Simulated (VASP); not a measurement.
A run of VASP 6.6.1 is set up as follows.

INCAR

```
SYSTEM = LaAgS2
PREC = Accurate ; ENCUT = 520
EDIFF = 1E-6 ; ISMEAR = -1
SIGMA = 0.02 ; LREAL = .False.
LASPH = .True. ; NELM = 100
ALGO = Normal ; ISIF = 2
LWAVE = .False. ; LCHARG = .True.
GGA = PE ; LELF = .True.
LVHAR = .True. ; NBANDS = 25
```

KPOINTS

```
Automatic mesh
0
Gamma
  6 6 6
  0 0 0
```

POSCAR

```
LaAgS2
1.0
    4.0342051854      0.0000000000      0.0000000000
    0.0000000000      4.0342051854      0.0000000000
    0.0000000000      0.0000000000      5.6839624189
Ag S La
1 2 1
Direct
    0.0000000000      0.0000000000      0.0000000000
    0.0000000000      0.0000000000      0.5000000000
    0.5000000000      0.5000000000      0.0000000000
    0.5000000000      0.5000000000      0.5000000000
```

Potentials or basis: VASP PAW PBE potentials, release 64 (Ag, S, La).

The run is started by

```sh
$ cat potpaw_PBE.64/Ag/POTCAR potpaw_PBE.64/S/POTCAR potpaw_PBE.64/La/POTCAR > POTCAR
$ mpirun -np 1 vasp_std > vasp.out
```

Estimate the pressure.

2.2 GPa.

Estimate the band gap on the k mesh.

zero (band 17 reaches 6.79 eV, above the bottom of band 18 at 6.15 eV).

Stress tensor (GPa, compression positive):
```
3.28 0.00 0.00
0.00 3.28 0.00
0.00 0.00 0.19
```

Caveat: the cell differs from its parent crystal (epitaxial xy strain -2.3%); spin-orbit coupling is left out, which moves the levels of the heavy elements.
